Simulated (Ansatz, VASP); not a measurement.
# BaF2: VASP beside Ansatz

```
CELL_PARAMETERS angstrom
0.00000 3.11287 3.11287
3.11287 0.00000 3.11287
3.11287 3.11287 0.00000
ATOMIC_POSITIONS crystal
Ba 0.00000 0.00000 0.00000
F 0.25000 0.25000 0.25000
F 0.75000 0.75000 0.75000
```

Alike in both runs: task single point; functional PBE; k mesh 6 × 6 × 6; occupations gaussian, width 0.1 eV; no spin polarisation.

```csv
,VASP,Ansatz
version,VASP 6.6.1,Ansatz 0.2.0
potentials or method,"VASP PAW PBE potentials, release 64 (Ba_sv, F), cutoff 600 eV","scalar-relativistic, plane waves, PAW"
valence electrons in the cell,24,24
```

|  | VASP | Ansatz | Ansatz less VASP |
| --- | --- | --- | --- |
| gap on the k mesh at the Fermi level (eV) | 6.72 | 6.79 | +0.072 |
| least direct gap on the mesh (eV) | 6.78 | 6.86 | +0.083 |
| pressure (GPa) | 1.5 | 0.6 | -0.94 |

The functional is the same, so the differences come from potentials, cutoffs and numerics.

Neither program's run includes spin-orbit coupling.
